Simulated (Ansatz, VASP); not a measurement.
## Li in VASP and in Ansatz

The input INCAR:

```
SYSTEM = Li
PREC     = Accurate       ! precision mode
ENCUT    = 520            ! plane-wave cutoff, eV
EDIFF    = 1E-7           ! SCF threshold, eV
ISMEAR   = -1             ! smearing method
SIGMA    = 0.05           ! smearing width, eV
LREAL    = .FALSE.        ! projectors in reciprocal space
LASPH    = .TRUE.         ! aspherical terms in the spheres
NELM     = 60             ! most SCF steps
ALGO     = Normal         ! electronic algorithm
ISIF     = 2              ! what is computed and relaxed
LWAVE    = .FALSE.        ! write WAVECAR
LCHARG   = .FALSE.        ! write CHGCAR
GGA      = CA             ! functional
NBANDS   = 12             ! bands
```

Contents of KPOINTS:

```
Automatic mesh
0
G
  12 12 12
  0 0 0
```

File POSCAR:

```
Li
1.0
    1.5505000000      0.8951800000      7.5883000000
   -1.5505000000      0.8951800000      7.5883000000
    0.0000000000     -1.7903600000      7.5883000000
Li
3
Direct
    0.0000000000      0.0000000000      0.0000000000
    0.2307854548      0.2307854548      0.2307854548
    0.7780000000      0.7780000000      0.7780000000
```

Input for Ansatz:

```yaml
crystal:
  lattice:
    - [1.5505, 0.89518, 7.5883]
    - [-1.5505, 0.89518, 7.5883]
    - [0.0, -1.79036, 7.5883]
  atoms:
    - { symbol: Li, position: [0.0, 0.0, 0.0] }
    - { symbol: Li, position: [0.2307854548010314, 0.23078545480103144, 0.2307854548010314] }
    - { symbol: Li, position: [0.7779999999999999, 0.778, 0.7779999999999999] }
basis:
  ecutwfc: 476.19925930478996
kpoints:
  mp_grid:
    grid: [12, 12, 12]
hamiltonian:
  xc: lda
scf:
  occupations:
    method: fermi_dirac
    width: 0.05
output:
  forces: true
```

Alike in both runs: task single point; functional LDA; k mesh 12 × 12 × 12; occupations fermi-dirac, width 0.05 eV; no spin polarisation.

```csv
,VASP,Ansatz
version,VASP 6.6.1,Ansatz 0.2.0
potentials or method,"VASP PAW LDA potentials, release 64 (Li_sv), cutoff 520 eV","plane waves, PAW"
valence electrons in the cell,9,9
```

Ansatz gave:

```
rms of the force components (eV/Å) : 0.084
```

Which values does VASP return?

rms of the force components (eV/Å): 0.085.

LDA's correlation is that of Perdew and Zunger in VASP and of Perdew and Wang (1992) in Ansatz. Atom by atom the forces differ by 0.001 eV/Å (rms over components).

Noted on VASP's run: the cutoff is under 1.25 times that of the potentials, so the pressure is a little rough.
